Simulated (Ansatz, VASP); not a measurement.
## One calculation of HfN, two programs

INCAR

```
PREC     = Accurate       # precision mode
ENCUT    = 520            # plane-wave cutoff, eV
EDIFF    = 1E-6           # SCF threshold, eV
ISMEAR   = -1             # smearing method
SIGMA    = 0.05           # smearing width, eV
LREAL    = False          # projectors in reciprocal space
LASPH    = True           # aspherical terms in the spheres
NELM     = 60             # most SCF steps
ALGO     = Normal         # electronic algorithm
ISIF     = 2              # what is computed and relaxed
LWAVE    = False          # write WAVECAR
LCHARG   = False          # write CHGCAR
GGA      = PS             # functional
NBANDS   = 14             # bands
```

Contents of KPOINTS:

```
Automatic mesh
0
Gamma
  5 5 5
```

Contents of POSCAR:

```
HfN
1.0
    0.0000000000      2.4548220000      2.4548220000
    2.4548220000      0.0000000000      2.4548220000
    2.4548220000      2.4548220000      0.0000000000
Hf N
1 1
Direct
    0.0000000000      0.0000000000      0.0000000000
    0.2500000000      0.2500000000      0.2500000000
```

The input input.yaml:

```yaml
crystal:
  lattice:
    - [0.0, 2.454822, 2.454822]
    - [2.454822, 0.0, 2.454822]
    - [2.454822, 2.454822, 0.0]
  atoms:
    - { symbol: Hf, position: [0.0, 0.0, 0.0] }
    - { symbol: "N", position: [0.25, 0.25, 0.25] }
hamiltonian:
  xc: pbesol
  pseudopotentials: { kind: paw }
kpoints:
  mp_grid: { grid: [5, 5, 5] }
  band_path:
    path:
      - [[0.0, 0.0, 0.0], [0.5, 0.0, 0.5], [0.5, 0.25, 0.75], [0.375, 0.375, 0.75], [0.0, 0.0, 0.0], [0.5, 0.5, 0.5], [0.625, 0.25, 0.625], [0.5, 0.25, 0.75], [0.5, 0.5, 0.5], [0.375, 0.375, 0.75]]
      - [[0.625, 0.25, 0.625], [0.5, 0.0, 0.5]]
    npoints: 14
scf:
  occupations: { method: fermi_dirac, width: 0.05 }
  n_extra_bands: 6
output:
  forces: true
  stress: true
  eigenvalues: true
  fatbands: false
```

Alike in both runs: functional PBEsol; k mesh 5 × 5 × 5; occupations fermi-dirac, width 0.05 eV; no spin polarisation.

|  | VASP | Ansatz |
| --- | --- | --- |
| version | VASP 6.6.1 | Ansatz 0.2.0 |
| potentials or method | VASP PAW PBE potentials, release 64 (Hf_pv, N) | Ansatz PAW |
| plane-wave cutoff (eV) | 520 | 420 |
| valence electrons in the cell | 15 | 31 |
| task | single point | band structure |

Ansatz gave:

| Quantity | Value |
| --- | --- |
| gap on the k mesh at the Fermi level (eV) | none |
| pressure (GPa) | -4.6 |

Question: Estimate VASP's values.

Answer: gap on the k mesh at the Fermi level (eV): none; pressure (GPa): -5.5.

VASP's potentials were made for PBE, not for PBEsol. A gap of «none» marks a metal or a gap that the smearing closes. VASP's potentials hold 15 valence electrons a cell and Ansatz's 31, so a difference there can come from the potentials and not from the codes.

The k mesh is coarse, so the values compare programs but aren't converged. Neither program's run includes spin-orbit coupling.
